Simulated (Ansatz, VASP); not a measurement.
## Two plane-wave programs on ZnSe

```
Zn Se
1.0
     0.00000    2.74527    2.74527
     2.74527    0.00000    2.74527
     2.74527    2.74527    0.00000
Zn Se
1 1
Direct
  0.00000 0.00000 0.00000
  0.25000 0.25000 0.25000
```

Alike in both runs: task single point; functional r2SCAN; k mesh 8 × 8 × 8; occupations gaussian, width 0.02 eV; no spin polarisation.

|  | VASP | Ansatz |
| --- | --- | --- |
| version | VASP 6.6.1 | Ansatz 0.2.0 |
| potentials or method | VASP PAW PBE potentials, release 64 (Zn, Se), cutoff 520 eV | scalar-relativistic, plane waves, PAW |
| valence electrons in the cell | 18 | 28 |

|  | VASP | Ansatz | Ansatz less VASP |
| --- | --- | --- | --- |
| gap on the k mesh at the Fermi level (eV) | 2.30 | 2.28 | -0.011 |
| least direct gap on the mesh (eV) | 2.30 | 2.28 | -0.011 |
| pressure (GPa) | 7.7 | 7.6 | -0.17 |

VASP's potentials were made for PBE, not for r2SCAN. VASP's potentials hold 18 valence electrons a cell and Ansatz's 28, so a difference there can come from the potentials and not from the codes.
